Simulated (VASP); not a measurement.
Write the native input for VASP 6.6.1 that does the following.

* Task: single point
* Functional: RPBE
* Potentials or basis: VASP PAW PBE potentials, release 64 (H, Pb_d, N, O)
* Cutoff: 520 eV
* k mesh: 5 × 5 × 4
* Occupations: fermi-dirac, width 0.05 eV
* Spin: no spin polarisation
* Dipole correction: no
* Further INCAR settings: ALGO = Normal; EDIFF = 1e-07; NBANDS = 31

The structure of HPbNO4 lies in POSCAR:

```
HPbNO4
1.0
    4.1992300000      0.1111700000      0.1681700000
    1.9160000000      3.8913200000      0.1256800000
    1.7608500000      1.2525900000      6.3726600000
H Pb N O
1 1 1 4
Direct
    0.8914500000      0.6820200000      0.6279600000
    0.1442600000      0.9287200000      0.8835200000
    0.2567000000      0.2886100000      0.3017100000
    0.8310800000      0.6505600000      0.7840500000
    0.3869400000      0.2238000000      0.1129500000
    0.3110400000      0.0357600000      0.4585600000
    0.0772600000      0.6063300000      0.3227500000
```

One way to write it, as run:

INCAR

```
  PREC = Accurate
  ENCUT = 520
  EDIFF = 1E-7
  ISMEAR = -1
  SIGMA = 0.05
  LREAL = False
  LASPH = True
  NELM = 100
  ALGO = Normal
  ISIF = 2
  LWAVE = False
  LCHARG = False
  GGA = RP
  NBANDS = 31
```

KPOINTS

```
Automatic mesh
0
Gamma
  5 5 4
```

Potentials or basis: VASP PAW PBE potentials, release 64 (H, Pb_d, N, O).

The run is started by

```console
$ cat potpaw_PBE.64/H/POTCAR potpaw_PBE.64/Pb_d/POTCAR potpaw_PBE.64/N/POTCAR potpaw_PBE.64/O/POTCAR > POTCAR
$ mpirun -np 1 vasp_std > vasp.out
```

It gave:

```json
{
  "Pressure": "3.3 GPa",
  "Largest force": "0.666 eV/Å",
  "Band gap on the k mesh": "2.90 eV"
}
```

Caveat: the standard files for N, O and F lose accuracy on very short bonds; the cell stands under pressure; the PAW data sets were made with another functional, which shifts forces and pressure a little; spin-orbit coupling is left out, which moves the levels of the heavy elements.

Run time: 4.1 min on 1 thread of Oxide Virtual Turin-like Processor, on a shared host, peak memory 0.28 GiB.
